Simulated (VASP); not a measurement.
Here is a VASP 6.6.1 calculation.

INCAR

```
ALGO     = Normal         # electronic algorithm
EDIFF    = 1E-6           # SCF threshold, eV
ENCUT    = 520            # plane-wave cutoff, eV
GGA      = PS             # functional
ISIF     = 2              # what is computed and relaxed
ISMEAR   = 0              # smearing method
LASPH    = True           # aspherical terms in the spheres
LCHARG   = False          # write CHGCAR
LREAL    = Auto         
LWAVE    = False          # write WAVECAR
NBANDS   = 56             # bands
NELM     = 100            # most SCF steps
PREC     = Accurate       # precision mode
SIGMA    = 0.05           # smearing width, eV
```

File KPOINTS:

```
k-points
0
Gamma
  5 5 3
```

POSCAR

```
Al3GaN4
1.0
    0.0000000000     -4.4069948432      0.0000000000
    0.0000000000      0.0000000000     -4.4069948432
    8.8139896863     -0.4406994843      0.0000000000
Al Ga N
6 2 8
Direct
    0.4938800000      1.0000000000      0.0612000000
    0.4438800000      1.0000000000      0.5612000000
   -0.0061200000      0.5000000000      0.0612000000
   -0.0561200000      0.5000000000      0.5612000000
    0.4688800000      0.5000000000      0.3112000000
    0.4188800000      0.5000000000      0.8112000000
   -0.0311200000      1.0000000000      0.3112000000
   -0.0811200000      1.0000000000      0.8112000000
    0.2369368965      0.7447077176      0.1835538588
    0.1869368965      0.7447077176      0.6835538588
    0.7263523317      0.2552922824      0.1835538588
    0.6763523317      0.2552922824      0.6835538588
    0.1614076683      0.2552922824      0.9388461412
    0.2114076683      0.2552922824      0.4388461412
    0.6508231035      0.7447077176      0.9388461412
    0.7008231035      0.7447077176      0.4388461412
```

Potentials or basis: VASP PAW PBE potentials, release 64 (Al, Ga_d, N).

The run is started by

```console
$ cat potpaw_PBE.64/Al/POTCAR potpaw_PBE.64/Ga_d/POTCAR potpaw_PBE.64/N/POTCAR > POTCAR
$ mpirun -np 1 vasp_std > vasp.out
```

Q: Predict the band gap on the k mesh.

A: 2.96 eV, direct.

Q: Predict the largest force.

A: 4.966 eV/Å.

Q: What does it give for the pressure?

A: 3.2 GPa.

Stress tensor (GPa, compression positive):
```
 6.09 10.15 -4.77
10.15  0.02 -3.10
-4.77 -3.10  3.51
```

Caveat: the PAW data sets were made with another functional, which shifts forces and pressure a little. A k mesh can miss the band edges.
